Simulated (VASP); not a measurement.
Wanted: the native input for a VASP 6.6.1 run.

```yaml
Task: relaxation of cell and atoms
Functional: PBE
Potentials_or_basis: VASP PAW PBE potentials, release 64 (Hf_pv, Pd, Se)
Cutoff: 600 eV
k_mesh: 12 × 12 × 8
Occupations: gaussian, width 0.1 eV
Spin: no spin polarisation
Dipole_correction: no
Further_INCAR_settings: ALGO = Fast; EDIFF = 1e-07; IBRION = 2; EDIFFG = -0.01; NSW = 100; ISIF = 3
```

The structure of HfPdSe2 lies in POSCAR:

```
HfPdSe2
1.0
    3.7682318756      0.0000000000      0.0000000000
    0.0000000000      3.7682318756      0.0000000000
    0.0000000000      0.0000000000      5.8407331739
Hf Pd Se
1 1 2
Direct
    0.5000000000      0.5000000000      0.5000000000
    0.5000000000      0.5000000000      0.0000000000
    0.0000000000      0.0000000000      0.5000000000
    0.0000000000      0.0000000000      0.0000000000
```

The cell was generated, and may not be a known phase.

These files were run (other wordings do the same):

INCAR

```
SYSTEM = HfPdSe2
ALGO     = Fast           ! electronic algorithm
EDIFF    = 1E-7           ! SCF threshold, eV
EDIFFG   = -0.01          ! ionic threshold
ENCUT    = 600            ! plane-wave cutoff, eV
GGA      = PE             ! functional
IBRION   = 2              ! ionic algorithm
ISIF     = 3              ! what is computed and relaxed
ISMEAR   = 0              ! smearing method
LASPH    = .True.         ! aspherical terms in the spheres
LCHARG   = .False.        ! write CHGCAR
LREAL    = .False.        ! projectors in reciprocal space
LWAVE    = .False.        ! write WAVECAR
NELM     = 80             ! most SCF steps
NSW      = 100            ! ionic steps
PREC     = Accurate       ! precision mode
SIGMA    = 0.1            ! smearing width, eV
```

KPOINTS

```
k-points
0
Gamma
  12 12 8
  0 0 0
```

Potentials or basis: VASP PAW PBE potentials, release 64 (Hf_pv, Pd, Se).

Launch:

```console
$ cat potpaw_PBE.64/Hf_pv/POTCAR potpaw_PBE.64/Pd/POTCAR potpaw_PBE.64/Se/POTCAR > POTCAR
$ mpirun -np 1 vasp_std > vasp.out
```

It gave:

The relaxed volume is 20.47 Å³/atom and the relaxed cell is a = 3.775 Å, b = 3.775 Å, c = 5.744 Å, α = 90.00°, β = 90.00°, γ = 90.00°. The space group after relaxing (to 0.1 Å) is P4/mmm (No. 123). The energy gained by relaxing is 1.7 meV/atom, the ionic steps are 7 and the pressure after relaxing is 0.0 GPa. The band gap on the k mesh is zero (bands 16 and 17 overlap by 3.39 eV).

Caveat: spin-orbit coupling is left out, which moves the levels of the heavy elements.

It took 33 min on 1 thread of Oxide Virtual Turin-like Processor, with other jobs on the host, peak memory 0.45 GiB.
